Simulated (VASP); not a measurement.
# Ce (Fm-3m) in VASP: single point with PBEsol

Aim: the single point of Ce with PBEsol.

All numbers are computed with VASP 6.6.1; they aren't measurements. Logs are shortened: lines on timing, memory, paths and dates and some standing lists are left out, and cuts for length are marked.

### 1 The cell of the first run

It takes space group Fm-3m (No. 225, cubic). The conventional cell has a = 4.603 Å, b = 4.603 Å, c = 4.603 Å, α = 90.00°, β = 90.00°, γ = 90.00°. Within 4.3 Å of Ce (site symmetry m-3m) lie 12 Ce at 3.25 Å.

### 2 Single point, PBEsol

INCAR

```
SYSTEM = Ce
ALGO     = Normal         ! electronic algorithm
EDIFF    = 1E-6           ! SCF threshold, eV
ENCUT    = 520            ! plane-wave cutoff, eV
GGA      = PS             ! functional
ISIF     = 2              ! what is computed and relaxed
ISMEAR   = -1             ! smearing method
LASPH    = .True.         ! aspherical terms in the spheres
LCHARG   = .False.        ! write CHGCAR
LREAL    = .False.        ! projectors in reciprocal space
LWAVE    = .False.        ! write WAVECAR
NBANDS   = 12             ! bands
NELM     = 100            ! most SCF steps
PREC     = Accurate       ! precision mode
SIGMA    = 0.13605693000000002 ! smearing width, eV
```

KPOINTS

```
k-points
0
Gamma
  12 12 12
  0 0 0
```

POSCAR

```
Ce
1.0
    0.0000000000      2.3012910206      2.3012910206
    2.3012910206      0.0000000000      2.3012910206
    2.3012910206      2.3012910206      0.0000000000
Ce
1
Direct
    0.0000000000      0.0000000000      0.0000000000
```

Potentials or basis: VASP PAW PBE potentials, release 64 (Ce).

Command:

```bash
$ cat potpaw_PBE.64/Ce/POTCAR > POTCAR
$ mpirun -np 1 vasp_std > vasp.out
```

OUTCAR:

```text
SYSTEM = Ce
   EDIFF = 1E-6
   ENCUT = 520
   GGA = PS
   ISIF = 2
   ISMEAR = -1
   LASPH = .True.
   LREAL = .False.
   NELM = 100
   PREC = Accurate

 ion  position               nearest neighbor table
   1  0.000  0.000  0.000-

  LATTYP: Found a face centered cubic cell.
 ALAT       =     4.6025820412

  Lattice vectors:

 A1 = (   0.0000000000,   2.3012910206,   2.3012910206)
 A2 = (   2.3012910206,   0.0000000000,   2.3012910206)
 A3 = (   2.3012910206,   2.3012910206,   0.0000000000)

Analysis of symmetry for initial positions (statically):
=====================================================================
 Subroutine PRICEL returns:
 Original cell was already a primitive cell.

 Routine SETGRP: Setting up the symmetry group for a
 face centered cubic supercell.

 Subroutine GETGRP returns: Found 48 space group operations
 (whereof 48 operations were pure point group operations)
 out of a pool of 48 trial point group operations.

The static configuration has the point symmetry O_h .

Analysis of symmetry for dynamics (positions and initial velocities):
=====================================================================
 Subroutine PRICEL returns:
 Original cell was already a primitive cell.

 Routine SETGRP: Setting up the symmetry group for a
 face centered cubic supercell.

 Subroutine GETGRP returns: Found 48 space group operations
 (whereof 48 operations were pure point group operations)
 out of a pool of 48 trial point group operations.

The dynamic configuration has the point symmetry O_h .

 Subroutine INISYM returns: Found 48 space group operations
 (whereof 48 operations are pure point group operations),
 and found     1 'primitive' translations

----------------------------------------------------------------------------------------

                                     Primitive cell

  volume of cell :      24.3750

  direct lattice vectors                    reciprocal lattice vectors
     0.000000000  2.301291021  2.301291021    -0.217269348  0.217269348  0.217269348
     2.301291021  0.000000000  2.301291021     0.217269348 -0.217269348  0.217269348
     2.301291021  2.301291021  0.000000000     0.217269348  0.217269348 -0.217269348

  length of vectors
     3.254516972  3.254516972  3.254516972     0.376321550  0.376321550  0.376321550

  position of ions in fractional coordinates (direct lattice)
     0.000000000  0.000000000  0.000000000

  ion indices of the primitive-cell ions
   primitive index   ion index
                 1           1

----------------------------------------------------------------------------------------

 KPOINTS: k-points

Automatic generation of k-mesh.
 Grid dimensions read from file:
 generate k-points for:   12   12   12

 Generating k-lattice:

  Cartesian coordinates                     Fractional coordinates (reciprocal lattice)
    -0.018105779  0.018105779  0.018105779     0.083333333  0.000000000  0.000000000
     0.018105779 -0.018105779  0.018105779     0.000000000  0.083333333  0.000000000
     0.018105779  0.018105779 -0.018105779     0.000000000  0.000000000  0.083333333

  Length of vectors
     0.031360129  0.031360129  0.031360129

  Shift w.r.t. Gamma in fractional coordinates (k-lattice)
     0.000000000  0.000000000  0.000000000

 Subroutine IBZKPT returns following result:
 ===========================================

 Found     72 irreducible k-points:

 Following reciprocal coordinates:
            Coordinates               Weight
  0.000000  0.000000  0.000000      1.000000
  0.083333  0.000000  0.000000      8.000000
  0.166667  0.000000  0.000000      8.000000
  0.250000  0.000000  0.000000      8.000000
  0.333333  0.000000  0.000000      8.000000
  0.416667  0.000000  0.000000      8.000000
[... 16 lines left out ...]
  0.500000  0.166667  0.000000     24.000000
 -0.416667  0.166667  0.000000     24.000000
 [... further k-points ...]
   k-points           NKPTS =     72   k-points in BZ     NKDIM =     72   number of bands    NBANDS=     12
   number of dos      NEDOS =    301   number of ions     NIONS =      1
   total plane-waves  NPLWV =  13824
   dimension x,y,z NGX =    24 NGY =   24 NGZ =   24
   dimension x,y,z NGXF=    48 NGYF=   48 NGZF=   48
   ions per type =               1
   NGX,Y,Z   is equivalent  to a cutoff of  12.26, 12.26, 12.26 a.u.
   NGXF,Y,Z  is equivalent  to a cutoff of  24.52, 24.52, 24.52 a.u.
 SYSTEM =  Ce
   PREC   = accura    normal or accurate (medium, high low for compatibility)
   ISTART =      0    job   : 0-new  1-cont  2-samecut
   ICHARG =      2    charge: 1-file 2-atom 10-const
   ISPIN  =      1    spin polarized calculation?
   LNONCOLLINEAR =      F non collinear calculations
   LSORBIT =      F    spin-orbit coupling
   LASPH  =      T    aspherical Exc in radial PAW
   ENCUT  =  520.0 eV  38.22 Ry    6.18 a.u.   6.05  6.05  6.05*2*pi/ulx,y,z
   NELM   =    100;   NELMIN=  2; NELMDL= -5     # of ELM steps
   EDIFF  = 0.1E-05   stopping-criterion for ELM
   LREAL  =      F    real-space projection
   EDIFFG = 0.1E-04   stopping-criterion for IOM
   NSW    =      0    number of steps for IOM
   IBRION =     -1    ionic relax: 0-MD 1-quasi-New 2-CG
   NFREE  =      0    steps in history (QN), initial steepest desc. (CG)
   ISIF   =      2    stress and relaxation
   ISYM   =      2    0-nonsym 1-usesym 2-fastsym
   POTIM  = 0.5000    time-step for ionic-motion
   TEBEG  =    0.0;   TEEND  =   0.0 temperature during run
   PSTRESS=    0.0 pullay stress
   NELECT =      12.0000    total number of electrons
   NUPDOWN=      -1.0000    fix difference up-down
   EMIN   =  10.00;   EMAX   =-10.00  energy-range for DOS
   EFERMI =   0.00;   METHOD = LEGACY
   ISMEAR =    -1;   SIGMA  =   0.14  broadening in eV -4-tet -1-fermi 0-gaus
   EFERMI_NEDOS =   21; number of points for ismear=-14 and -15
   IALGO  =     38    algorithm
   IMIX   =      4    mixing-type and parameters
     AMIX     =   0.40;   BMIX     =  1.00
     AMIX_MAG =   1.60;   BMIX_MAG =  1.00
  volume/ion in A,a.u.               =      24.37       164.49
  Fermi-wavevector in a.u.,A,eV,Ry     =   1.292668  2.442789 22.735211  1.670991
  Thomas-Fermi vector in A             =   2.424362
   LORBIT       =      0    0 simple, 1 ext, 2 COOP (PROOUT), +10 PAW based schemes
   GGA     = PS    functional components
   LHFCALC =     F    Hartree Fock is set to
   AEXX    =    0.0000 exact exchange contribution
   IVDW    =     0    specifies the selected vdW correction
   LEPSILON=     F    determine dielectric tensor
   LRPA    =     F    only Hartree local field effects (RPA)
 non-spin polarized calculation
  energy-cutoff  :      520.00
  volume of cell :       24.37
 maximum number of plane-waves:       680
   NGX = 13   NGY = 13   NGZ = 13

 number of electron      12.0000000 magnetization

 Free energy of the ion-electron system (eV)
  ---------------------------------------------------
  ext. energy  EPLUGINS =         0.00000000
  ---------------------------------------------------
  free energy    TOTEN  =        -6.67399308 eV

  energy without entropy =       -6.50979539  energy(sigma->0) =       -6.59189424

 E-fermi :  10.2238     XC(G=0): -11.8333

 val. band max:       10.1858852824   @ k =   0.3333   0.1667   0.0833
 cond. band min:      10.2292358603   @ k =  -0.2500   0.0833   0.0000
 fundamental gap:      0.0433505779
 Fermi energy:        10.2237923893

 k-point     1 :       0.0000    0.0000    0.0000
  band No.  band energies     occupation
      1     -24.6208      2.00000
      2      -5.3519      2.00000
      3      -5.3519      2.00000
      4      -5.3519      2.00000
      5       7.5613      2.00000
      6      10.0139      1.64780
      7      10.7158      0.05237
      8      10.7158      0.05237
      9      10.7158      0.05237
     10      11.5868      0.00009
     11      11.5868      0.00009
     12      11.5872      0.00009

 k-point     2 :       0.0833    0.0000    0.0000
  band No.  band energies     occupation
      1     -24.5777      2.00000
      2      -5.6439      2.00000
      3      -5.3837      2.00000
      4      -5.3837      2.00000
      5       7.9076      2.00000
      6       9.9007      1.82978
      7      10.6814      0.06694
      8      10.7271      0.04829
      9      10.7271      0.04829
     10      11.3424      0.00054
     11      11.3424      0.00054
     12      11.5886      0.00009

 k-point     3 :       0.1667    0.0000    0.0000
  band No.  band energies     occupation
      1     -24.4574      2.00000
      2      -6.3820      2.00000
      3      -5.4693      2.00000
      4      -5.4693      2.00000
      5       8.5532      1.99999
      6       9.8692      1.86249
      7      10.5862      0.13032
      8      10.7618      0.03762
      9      10.7618      0.03762
     10      11.1121      0.00292
     11      11.1121      0.00292
     12      11.5936      0.00008

 k-point     4 :       0.2500    0.0000    0.0000
  band No.  band energies     occupation
      1     -24.2861      2.00000
      2      -7.2871      2.00000
      3      -5.5829      2.00000
      4      -5.5829      2.00000
      5       8.5633      1.99999
      6      10.3689      0.51223
      7      10.5698      0.14574
      8      10.8141      0.02578
      9      10.8141      0.02578
     10      10.9902      0.00713
     11      10.9902      0.00713
     12      11.6004      0.00008

 k-point     5 :       0.3333    0.0000    0.0000
  band No.  band energies     occupation
      1     -24.1062      2.00000
      2      -8.1105      2.00000
      3      -5.6929      2.00000
      4      -5.6929      2.00000
      5       8.2917      2.00000
      6      10.2651      0.84938
      7      10.8256      0.02370
      8      10.8256      0.02370
      9      10.9884      0.00722
     10      11.0216      0.00567
     11      11.0216      0.00567
     12      11.6072      0.00008
[... 228 lines left out ...]
      1     -24.1122      2.00000
      2      -7.6142      2.00000
      3      -6.0093      2.00000
      4      -5.9748      2.00000
      5       8.8249      1.99993
      6       9.7257      1.94987
      7      10.4134      0.39777
      8      10.9389      0.01038
      9      10.9985      0.00671
     10      11.0596      0.00429
     11      11.1599      0.00205
     12      11.3186      0.00064

 k-point    22 :       0.4167    0.1667    0.0000
  band No.  band energies     occupation
      1     -23.9596      2.00000
      2      -8.2083      2.00000
      3      -6.2240      2.00000
      4      -6.0356      2.00000
      5       8.6932      1.99997
      6       9.8368      1.89003
      7      10.4587      0.30212
      8      10.8761      0.01642
      9      11.0520      0.00453
     10      11.1181      0.00279
     11      11.2120      0.00140
     12      11.3352      0.00057

 k-point    23 :       0.5000    0.1667    0.0000
  band No.  band energies     occupation
      1     -23.8609      2.00000
      2      -8.5586      2.00000
      3      -6.4216      2.00000
      4      -6.0234      2.00000
      5       8.7087      1.99997
      6       9.7441      1.94281
      7      10.6333      0.09396
      8      10.8238      0.02401
      9      11.0887      0.00346
     10      11.1300      0.00256
     11      11.3285      0.00060
     12      11.3632      0.00046

 k-point    24 :      -0.4167    0.1667    0.0000
  band No.  band energies     occupation
      1     -23.8475      2.00000
      2      -8.5935      2.00000
      3      -6.5467      2.00000
      4      -5.9411      2.00000
      5       8.8756      1.99990
      6       9.6624      1.96823
      7      10.7354      0.04549
      8      10.7935      0.02992
      9      11.0570      0.00437
     10      11.1632      0.00200
     11      11.4106      0.00033
     12      11.4319      0.00028

 [... further k-points ...]
[... 5 lines left out ...]
  --------------------------------------------------------------------------------------
  -------------------------------------------------------------------------------------
  Total       -0.0135092     -0.0135092     -0.0135092     -0.0000000      0.0000000      0.0000000
  in kB       -0.8879652     -0.8879652     -0.8879652     -0.0000000      0.0000000      0.0000000
  external PRESSURE =      -0.8879652 kB  Pullay stress =       0.0000000 kB

 VOLUME and BASIS-vectors are now :
 -----------------------------------------------------------------------------
  energy-cutoff  :      520.00
  volume of cell :       24.37
      direct lattice vectors                 reciprocal lattice vectors
     0.000000000  2.301291021  2.301291021    -0.217269348  0.217269348  0.217269348
     2.301291021  0.000000000  2.301291021     0.217269348 -0.217269348  0.217269348
     2.301291021  2.301291021  0.000000000     0.217269348  0.217269348 -0.217269348

 POSITION                                       TOTAL-FORCE (eV/Angst)
 -----------------------------------------------------------------------------------
      0.00000      0.00000      0.00000         0.000000      0.000000     -0.000000
 -----------------------------------------------------------------------------------
    total drift:                               -0.000000      0.000000      0.000000

  FREE ENERGIE OF THE ION-ELECTRON SYSTEM (eV)
  ---------------------------------------------------
  free  energy   TOTEN  =        -6.6739930849 eV

  energy  without entropy=       -6.5097953922  energy(sigma->0) =       -6.59189424
```

It took 16 s on 1 thread of Intel Xeon Platinum 8488C (Sapphire Rapids), shared host; peak memory 0.16 GiB.

What came out:

```
Free energy            : -6.6740 eV
Pressure               : -0.1 GPa
Band gap on the k mesh : zero (band 6 reaches 10.56 eV, above the bottom of band 7 at 10.14 eV)
```

Caveat: the PAW data sets were made with another functional, which shifts forces and pressure a little; spin-orbit coupling is left out, which moves the levels of the heavy elements.
